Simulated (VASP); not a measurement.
Write the native input for VASP 6.6.1 that does the following.

```
Task                   : single point
Functional             : PBE
Potentials or basis    : VASP PAW PBE potentials, release 64 (Cd, Se, S)
Cutoff                 : 520 eV
k mesh                 : 8 × 8 × 8
Occupations            : gaussian, width 0.1 eV
Spin                   : no spin polarisation
Dipole correction      : no
Further INCAR settings : ALGO = Normal; EDIFF = 1e-06; NBANDS = 30
```

The structure of CdSeS4 lies in POSCAR:

```
CdSeS4
1.0
    5.1632998631      0.0000000000      0.0000000000
    0.0000000000      5.1632998631      0.0000000000
    0.0000000000      0.0000000000      4.9971818941
Cd Se S
1 1 4
Direct
    0.5000000000      0.5000000000      0.5000000000
    0.0000000000      0.0000000000      0.0000000000
    0.5000000000      0.0000000000      0.7917559331
    0.0000000000      0.5000000000      0.2082440669
    0.5000000000      0.0000000000      0.2082440669
    0.0000000000      0.5000000000      0.7917559331
```

The cell was generated, and may not be a known phase.

One way to write it, as run:

INCAR

```
SYSTEM = CdSeS4
PREC = Accurate
ENCUT = 520
EDIFF = 1E-6
ISMEAR = 0
SIGMA = 0.1
LREAL = .FALSE.
LASPH = .TRUE.
NELM = 60
ALGO = Normal
ISIF = 2
LWAVE = .FALSE.
LCHARG = .TRUE.
GGA = PE
LELF = .TRUE.
LVHAR = .TRUE.
NBANDS = 30
```

KPOINTS

```
Automatic mesh
0
G
  8 8 8
  0 0 0
```

Potentials or basis: VASP PAW PBE potentials, release 64 (Cd, Se, S).

Launch:

```bash
$ cat potpaw_PBE.64/Cd/POTCAR potpaw_PBE.64/Se/POTCAR potpaw_PBE.64/S/POTCAR > POTCAR
$ mpirun -np 1 vasp_std > vasp.out
```

Results of the run:

```
Pressure               : -0.1 GPa
Largest force          : 0.140 eV/Å
Band gap on the k mesh : zero (bands 21 and 22 overlap by 1.02 eV)
```

Wall time 2.1 min on 1 thread of Intel(R) Xeon(R) 6975P-C (Granite Rapids), on a shared host, peak memory 0.43 GiB.
